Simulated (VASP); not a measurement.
# MgF2 (rutile type) (P4_2/mnm) in VASP: notebook

MgF2 (rutile type) is run at these levels: PBEsol; tasks: single point.

Program: VASP 6.6.1. These are calculated values, not measurements. Logs are shortened: lines on timing, memory, paths and dates and some standing lists are left out, and cuts for length are marked.

### Step 1. The cell of the first run

Symmetry: P4_2/mnm, No. 136, tetragonal system. The conventional cell has a = 4.286 Å, b = 4.286 Å, c = 2.870 Å, α = 90.00°, β = 90.00°, γ = 90.00°. Mg (site symmetry mmm) has 6 F at 1.83 to 1.87 Å within 2.4 Å. F (site symmetry m2m) has 3 Mg at 1.83 to 1.87 Å and 1 F at 2.41 Å within 2.5 Å.

### Step 2. Single point, PBEsol (8.79 Å³/atom)

Contents of INCAR:

```
SYSTEM = MgF2
  PREC = Accurate
  ENCUT = 600
  EDIFF = 1E-6
  ISMEAR = -1
  SIGMA = 0.08
  LREAL = .FALSE.
  LASPH = .TRUE.
  NELM = 120
  ALGO = Normal
  ISIF = 2
  LWAVE = .FALSE.
  LCHARG = .TRUE.
  GGA = PS
  LELF = .TRUE.
  LVHAR = .TRUE.
  NBANDS = 25
  GGA_COMPAT = .FALSE.
```

Contents of KPOINTS:

```
regular mesh
0
G
  7 7 10
  0 0 0
```

Contents of POSCAR:

```
MgF2
1.0
    4.2863162533      0.0000000000      0.0000000000
    0.0000000000      4.2863162533      0.0000000000
    0.0000000000      0.0000000000      2.8700328101
Mg F
2 4
Direct
    0.0000000000      0.0000000000      0.0000000000
    0.5000000000      0.5000000000      0.5000000000
    0.3011545406      0.3011545406      0.0000000000
    0.6988454594      0.6988454594      0.0000000000
    0.8011545406      0.1988454594      0.5000000000
    0.1988454594      0.8011545406      0.5000000000
```

Potentials or basis: VASP PAW PBE potentials, release 64 (Mg, F).

Command:

```sh
$ cat potpaw_PBE.64/Mg/POTCAR potpaw_PBE.64/F/POTCAR > POTCAR
$ mpirun -np 1 vasp_std > vasp.out
```

OUTCAR:

```text
SYSTEM = MgF2
   PREC = Accurate
   ENCUT = 600
   EDIFF = 1E-6
   ISMEAR = -1
   LREAL = .FALSE.
   LASPH = .TRUE.
   NELM = 120
   ISIF = 2
   GGA = PS

 ion  position               nearest neighbor table
   1  0.000  0.000  0.000-   3 1.83   4 1.83   5 1.87   6 1.87   5 1.87   6 1.87   2 3.35   2 3.35
                             2 3.35   2 3.35   2 3.35   2 3.35   2 3.35   2 3.35
   2  0.500  0.500  0.500-   5 1.83   6 1.83   3 1.87   4 1.87   3 1.87   4 1.87   1 3.35   1 3.35
                             1 3.35   1 3.35   1 3.35   1 3.35   1 3.35   1 3.35
   3  0.301  0.301  0.000-   1 1.83   2 1.87   2 1.87
   4  0.699  0.699  0.000-   1 1.83   2 1.87   2 1.87
   5  0.801  0.199  0.500-   2 1.83   1 1.87   1 1.87
   6  0.199  0.801  0.500-   2 1.83   1 1.87   1 1.87

  LATTYP: Found a simple tetragonal cell.
 ALAT       =     4.2863162533
 C/A-ratio  =     0.6695802737

  Lattice vectors:

 A1 = (   4.2863162533,   0.0000000000,   0.0000000000)
 A2 = (   0.0000000000,   4.2863162533,   0.0000000000)
 A3 = (   0.0000000000,   0.0000000000,   2.8700328101)

Analysis of symmetry for initial positions (statically):
=====================================================================
 Subroutine PRICEL returns:
 Original cell was already a primitive cell.

 Routine SETGRP: Setting up the symmetry group for a
 simple tetragonal supercell.

 Subroutine GETGRP returns: Found 16 space group operations
 (whereof  8 operations were pure point group operations)
 out of a pool of 16 trial point group operations.

The static configuration has the point symmetry D_2h.
 The point group associated with its full space group is D_4h.

Analysis of symmetry for dynamics (positions and initial velocities):
=====================================================================
 Subroutine PRICEL returns:
 Original cell was already a primitive cell.

 Routine SETGRP: Setting up the symmetry group for a
 simple tetragonal supercell.

 Subroutine GETGRP returns: Found 16 space group operations
 (whereof  8 operations were pure point group operations)
 out of a pool of 16 trial point group operations.

The dynamic configuration has the point symmetry D_2h.
 The point group associated with its full space group is D_4h.

 Subroutine INISYM returns: Found 16 space group operations
 (whereof  8 operations are pure point group operations),
 and found     1 'primitive' translations

----------------------------------------------------------------------------------------

                                     Primitive cell

  volume of cell :      52.7297

  direct lattice vectors                    reciprocal lattice vectors
     4.286316253  0.000000000  0.000000000     0.233300564  0.000000000  0.000000000
     0.000000000  4.286316253  0.000000000     0.000000000  0.233300564  0.000000000
     0.000000000  0.000000000  2.870032810     0.000000000  0.000000000  0.348428072

  length of vectors
     4.286316253  4.286316253  2.870032810     0.233300564  0.233300564  0.348428072

  position of ions in fractional coordinates (direct lattice)
     0.000000000  0.000000000  0.000000000
     0.500000000  0.500000000  0.500000000
     0.301154541  0.301154541  0.000000000
     0.698845459  0.698845459  0.000000000
     0.801154541  0.198845459  0.500000000
     0.198845459  0.801154541  0.500000000

  ion indices of the primitive-cell ions
   primitive index   ion index
                 1           1
                 2           2
                 3           3
                 4           4
                 5           5
                 6           6

----------------------------------------------------------------------------------------

 KPOINTS: regular mesh

Automatic generation of k-mesh.
 Grid dimensions read from file:
 generate k-points for:    7    7   10

 Generating k-lattice:

  Cartesian coordinates                     Fractional coordinates (reciprocal lattice)
     0.033328652  0.000000000  0.000000000     0.142857143  0.000000000  0.000000000
     0.000000000  0.033328652  0.000000000     0.000000000  0.142857143  0.000000000
     0.000000000  0.000000000  0.034842807     0.000000000  0.000000000  0.100000000

  Length of vectors
     0.033328652  0.033328652  0.034842807

  Shift w.r.t. Gamma in fractional coordinates (k-lattice)
     0.000000000  0.000000000  0.000000000

 Subroutine IBZKPT returns following result:
 ===========================================

 Found     60 irreducible k-points:

 Following reciprocal coordinates:
            Coordinates               Weight
  0.000000  0.000000  0.000000      1.000000
  0.142857  0.000000  0.000000      4.000000
  0.285714  0.000000  0.000000      4.000000
  0.428571  0.000000  0.000000      4.000000
  0.142857  0.142857  0.000000      4.000000
  0.285714  0.142857  0.000000      8.000000
[... 16 lines left out ...]
  0.285714  0.000000  0.200000      8.000000
  0.428571  0.000000  0.200000      8.000000
[... 80 lines left out ...]
      5      -4.8132      2.00000
      6      -3.3825      2.00000
[... 17 lines left out ...]
     24      21.5441      0.00000
     25      21.5442      0.00000

 k-point     2 :       0.1429    0.0000    0.0000
  band No.  band energies     occupation
      1     -21.3488      2.00000
      2     -20.1755      2.00000
      3     -20.0506      2.00000
      4     -19.8825      2.00000
      5      -4.7150      2.00000
      6      -3.3105      2.00000
[... 17 lines left out ...]
     24      21.2652      0.00000
     25      21.4812      0.00000

 k-point     3 :       0.2857    0.0000    0.0000
  band No.  band energies     occupation
      1     -21.1942      2.00000
      2     -20.4043      2.00000
      3     -20.0121      2.00000
      4     -19.8753      2.00000
      5      -4.4612      2.00000
      6      -3.2684      2.00000
[... 17 lines left out ...]
     24      20.6912      0.00000
     25      21.1086      0.00000

 k-point     4 :       0.4286    0.0000    0.0000
  band No.  band energies     occupation
      1     -20.9604      2.00000
      2     -20.6821      2.00000
      3     -19.9591      2.00000
      4     -19.9071      2.00000
      5      -4.1226      2.00000
      6      -3.7234      2.00000
[... 17 lines left out ...]
     24      20.3628      0.00000
     25      20.4547      0.00000

 k-point     5 :       0.1429    0.1429    0.0000
  band No.  band energies     occupation
      1     -21.2967      2.00000
      2     -20.2137      2.00000
      3     -20.0869      2.00000
      4     -19.8725      2.00000
      5      -4.6205      2.00000
      6      -3.2573      2.00000
[... 17 lines left out ...]
     24      21.1192      0.00000
     25      21.4294      0.00000

 k-point     6 :       0.2857    0.1429    0.0000
  band No.  band energies     occupation
      1     -21.1475      2.00000
      2     -20.3990      2.00000
      3     -20.0641      2.00000
      4     -19.8864      2.00000
      5      -4.3774      2.00000
      6      -3.2951      2.00000
[... 17 lines left out ...]
     24      20.7259      0.00000
     25      21.1503      0.00000
[... 393 lines left out ...]
 k-point    21 :       0.0000    0.0000    0.2000
  band No.  band energies     occupation
      1     -21.1871      2.00000
      2     -20.0268      2.00000
      3     -20.0268      2.00000
      4     -19.9620      2.00000
      5      -4.5055      2.00000
      6      -3.0275      2.00000
[... 17 lines left out ...]
     24      19.8839      0.00000
     25      20.7847      0.00000

 k-point    22 :       0.1429    0.0000    0.2000
  band No.  band energies     occupation
      1     -21.1394      2.00000
      2     -20.1301      2.00000
      3     -20.0177      2.00000
      4     -19.9237      2.00000
      5      -4.4202      2.00000
      6      -3.0483      2.00000
[... 17 lines left out ...]
     24      19.8073      0.00000
     25      20.6694      0.00000

 k-point    23 :       0.2857    0.0000    0.2000
  band No.  band energies     occupation
      1     -21.0031      2.00000
      2     -20.3226      2.00000
      3     -19.9930      2.00000
      4     -19.9109      2.00000
      5      -4.1915      2.00000
      6      -3.1805      2.00000
[... 17 lines left out ...]
     24      19.4968      0.00000
     25      20.1504      0.00000

 k-point    24 :       0.4286    0.0000    0.2000
  band No.  band energies     occupation
      1     -20.7986      2.00000
      2     -20.5584      2.00000
      3     -19.9595      2.00000
      4     -19.9278      2.00000
      5      -3.8871      2.00000
      6      -3.5547      2.00000
[... 17 lines left out ...]
     24      19.1686      0.00000
     25      19.6284      0.00000

 [... further k-points ...]

------------------------ aborting loop because EDIFF is reached ----------------------------------------

  FORCE on cell =-STRESS in cart. coord.  units (eV):
  Direction    XX          YY          ZZ          XY          YZ          ZX
  --------------------------------------------------------------------------------------
  -------------------------------------------------------------------------------------
  Total       11.5246357     11.5246357     11.5135980      0.0000000      0.0000000      0.0000000
  in kB      350.1728771    350.1728771    349.8374992      0.0000000      0.0000000      0.0000000
  external PRESSURE =     350.0610844 kB  Pullay stress =       0.0000000 kB

 VOLUME and BASIS-vectors are now :
 -----------------------------------------------------------------------------
  energy-cutoff  :      600.00
  volume of cell :       52.73
      direct lattice vectors                 reciprocal lattice vectors
     4.286316253  0.000000000  0.000000000     0.233300564  0.000000000  0.000000000
     0.000000000  4.286316253  0.000000000     0.000000000  0.233300564  0.000000000
     0.000000000  0.000000000  2.870032810     0.000000000  0.000000000  0.348428072

 POSITION                                       TOTAL-FORCE (eV/Angst)
 -----------------------------------------------------------------------------------
      0.00000      0.00000      0.00000        -0.000000      0.000000     -0.000000
      2.14316      2.14316      1.43502        -0.000000      0.000000     -0.000000
      1.29084      1.29084      0.00000         0.003857      0.003857      0.000000
      2.99547      2.99547      0.00000        -0.003857     -0.003857     -0.000000
      3.43400      0.85231      1.43502         0.003857     -0.003857     -0.000000
      0.85231      3.43400      1.43502        -0.003857      0.003857      0.000000
 -----------------------------------------------------------------------------------
    total drift:                                0.000000     -0.000000      0.000000

  FREE ENERGIE OF THE ION-ELECTRON SYSTEM (eV)
  ---------------------------------------------------
  free  energy   TOTEN  =       -31.4332228389 eV

  energy  without entropy=      -31.4332228388  energy(sigma->0) =      -31.43322284
```

Run time: 44 s. Hardware: 1 thread of AMD EPYC 9R45 (Zen 5), shared host; peak memory 0.2 GiB.

Results:

| Quantity | Value |
| --- | --- |
| Free energy | -31.4332 eV |
| Pressure | 35.0 GPa |
| Largest force | 0.005 eV/Å |
| Band gap on the k mesh | 8.48 eV |

Forces on the atoms (eV/Å):
```
Mg   0.000  0.000  0.000
Mg   0.000  0.000  0.000
F    0.004  0.004  0.000
F   -0.004 -0.004  0.000
F    0.004 -0.004  0.000
F   -0.004  0.004  0.000
```

Caveat: the cell stands under pressure; the PAW data sets were made with another functional, which shifts forces and pressure a little; an odd mesh through Γ misses points on the zone boundary, where band edges can lie.

### Step 3. Single point, PBEsol

This run uses another cell than the first one, of 9.67 Å³/atom.

Contents of INCAR:

```
PREC = Accurate ; ENCUT = 600
EDIFF = 1E-6 ; ISMEAR = -1
SIGMA = 0.08 ; LREAL = F
LASPH = T ; NELM = 120
ALGO = Normal ; ISIF = 2
LWAVE = F ; LCHARG = F
GGA = PS ; NBANDS = 25
GGA_COMPAT = F
```

Contents of KPOINTS:

```
regular mesh
0
Gamma
  7 7 10
```

Contents of POSCAR:

```
MgF2
1.0
    4.4317605386      0.0000000000      0.0000000000
    0.0000000000      4.4317605386      0.0000000000
    0.0000000000      0.0000000000      2.9532172506
Mg F
2 4
Direct
    0.0000000000      0.0000000000      0.0000000000
    0.5000000000      0.5000000000      0.5000000000
    0.3017720453      0.3017720453      0.0000000000
    0.6982279547      0.6982279547      0.0000000000
    0.8017720453      0.1982279547      0.5000000000
    0.1982279547      0.8017720453      0.5000000000
```

Potentials or basis: VASP PAW PBE potentials, release 64 (Mg, F).

Command:

```sh
$ cat potpaw_PBE.64/Mg/POTCAR potpaw_PBE.64/F/POTCAR > POTCAR
$ mpirun -np 1 vasp_std > vasp.out
```

Run time: 43 s. Hardware: 1 thread of AMD EPYC 9R45 (Zen 5), shared host; peak memory 0.2 GiB.

It converged, with:

```yaml
Free_energy: -32.2645 eV
Pressure: 15.6 GPa
Band_gap_on_the_k_mesh: 7.75 eV
```

Levels at points of the mesh, in eV from the valence-band top:
```tsv
k point	band 12	band 13	band 14	band 15	band 16	band 17	band 18	band 19	band 20	band 21
(0.00, 0.00, 0.00)	-1.41	-0.76	-0.33	-0.33	0.00	7.75	12.81	12.81	14.06	15.17
(0.00, 0.00, 0.50)	-1.58	-1.45	-1.45	-1.01	-1.01	12.63	12.63	15.53	15.53	15.93
```

Caveat: the cell stands under pressure; the PAW data sets were made with another functional, which shifts forces and pressure a little; an odd mesh through Γ misses points on the zone boundary, where band edges can lie.

### Step 4. Single point, PBEsol (9.67 Å³/atom)

This run uses another cell than the first one, of 9.67 Å³/atom.

Contents of INCAR:

```
SYSTEM = MgF2
ALGO = Normal ; EDIFF = 1E-6
ENCUT = 600 ; GGA = PS
GGA_COMPAT = .FALSE. ; ISIF = 2
ISMEAR = -1 ; LASPH = .TRUE.
LCHARG = .FALSE. ; LREAL = .FALSE.
LWAVE = .FALSE. ; NBANDS = 25
NELM = 120 ; PREC = Accurate
SIGMA = 0.08
```

Contents of KPOINTS:

```
k-points
0
G
  7 7 10
  0 0 0
```

POSCAR is that of step 3.

Command:

```sh
$ cat potpaw_PBE.64/Mg/POTCAR potpaw_PBE.64/F/POTCAR > POTCAR
$ mpirun -np 1 vasp_std > vasp.out
```

Wall time 41 s (1 thread of AMD EPYC 9R45 (Zen 5), shared host); peak memory 0.2 GiB.

It converged, with:

```
Free energy            : -32.2645 eV
Pressure               : 15.6 GPa
Band gap on the k mesh : 7.75 eV
```

Levels at points of the mesh, in eV from the valence-band top:
| k point | band 14 | band 15 | band 16 | band 17 | band 18 | band 19 |
| --- | --- | --- | --- | --- | --- | --- |
| (0.00, 0.00, 0.00) | -0.33 | -0.33 | 0.00 | 7.75 | 12.81 | 12.81 |
| (0.00, 0.00, 0.50) | -1.45 | -1.01 | -1.01 | 12.63 | 12.63 | 15.53 |

Caveat: the cell stands under pressure; the PAW data sets were made with another functional, which shifts forces and pressure a little; an odd mesh through Γ misses points on the zone boundary, where band edges can lie.

### Step 5. Single point, PBEsol

This run uses another cell than the first one, of 10.33 Å³/atom.

Contents of INCAR:

```
PREC     = Accurate       # precision mode
ENCUT    = 600            # plane-wave cutoff, eV
EDIFF    = 1E-6           # SCF threshold, eV
ISMEAR   = -1             # smearing method
SIGMA    = 0.08           # smearing width, eV
LREAL    = False          # projectors in reciprocal space
LASPH    = True           # aspherical terms in the spheres
NELM     = 120            # most SCF steps
ALGO     = Normal         # electronic algorithm
ISIF     = 2              # what is computed and relaxed
LWAVE    = False          # write WAVECAR
LCHARG   = False          # write CHGCAR
GGA      = PS             # functional
NBANDS   = 25             # bands
GGA_COMPAT= False
```

Contents of KPOINTS:

```
regular mesh
0
Gamma
  7 7 10
```

Contents of POSCAR:

```
MgF2
1.0
    4.5370685047      0.0000000000      0.0000000000
    0.0000000000      4.5370685047      0.0000000000
    0.0000000000      0.0000000000      3.0098335364
Mg F
2 4
Direct
    0.0000000000      0.0000000000      0.0000000000
    0.5000000000      0.5000000000      0.5000000000
    0.3024206613      0.3024206613      0.0000000000
    0.6975793387      0.6975793387      0.0000000000
    0.8024206613      0.1975793387      0.5000000000
    0.1975793387      0.8024206613      0.5000000000
```

Command:

```sh
$ cat potpaw_PBE.64/Mg/POTCAR potpaw_PBE.64/F/POTCAR > POTCAR
$ mpirun -np 1 vasp_std > vasp.out
```

Wall time 38 s (1 thread of AMD EPYC 9R45 (Zen 5), shared host); peak memory 0.2 GiB.

It converged, with:

| Item | Value |
| --- | --- |
| Free energy | -32.5394 eV |
| Pressure | 5.9 GPa |
| Largest force | 0.003 eV/Å |
| Band gap on the k mesh | 7.28 eV |

Forces on the atoms (eV/Å):
```
Mg   0.000  0.000  0.000
Mg   0.000  0.000  0.000
F    0.002  0.002  0.000
F   -0.002 -0.002  0.000
F    0.002 -0.002  0.000
F   -0.002  0.002  0.000
```

Levels at points of the mesh, in eV from the valence-band top:
```
           k point  band 12  band 13  band 14  band 15  band 16  band 17  band 18  band 19  band 20  band 21
(0.00, 0.00, 0.00)    -1.31    -0.75    -0.33    -0.33     0.00     7.28    12.38    12.38    13.78    14.65
(0.00, 0.00, 0.50)    -1.51    -1.29    -1.29    -0.93    -0.93    12.08    12.08    15.08    15.08    15.53
```

Caveat: the cell stands under pressure; the PAW data sets were made with another functional, which shifts forces and pressure a little; an odd mesh through Γ misses points on the zone boundary, where band edges can lie.

### Step 6. The runs side by side

```tsv
cell	gap on the mesh (eV)	pressure (GPa)
a = 4.286, b = 4.286, c = 2.870 Å, 6 atoms	8.48	35.0
a = 4.432, b = 4.432, c = 2.953 Å, 6 atoms	7.75	15.6
a = 4.537, b = 4.537, c = 3.010 Å, 6 atoms	7.28	5.9
```

Alike in all rows: task single point; level PBEsol; potentials or basis VASP PAW PBE potentials, release 64 (Mg, F); no spin polarisation; k mesh 7 × 7 × 10; cutoff (eV) 600; smearing fermi-dirac 0.08 eV.

Caveats: the cell stands under pressure; the PAW data sets were made with another functional, which shifts forces and pressure a little; an odd mesh through Γ misses points on the zone boundary, where band edges can lie.

Absolute energies hang on the potentials; compare differences alone.
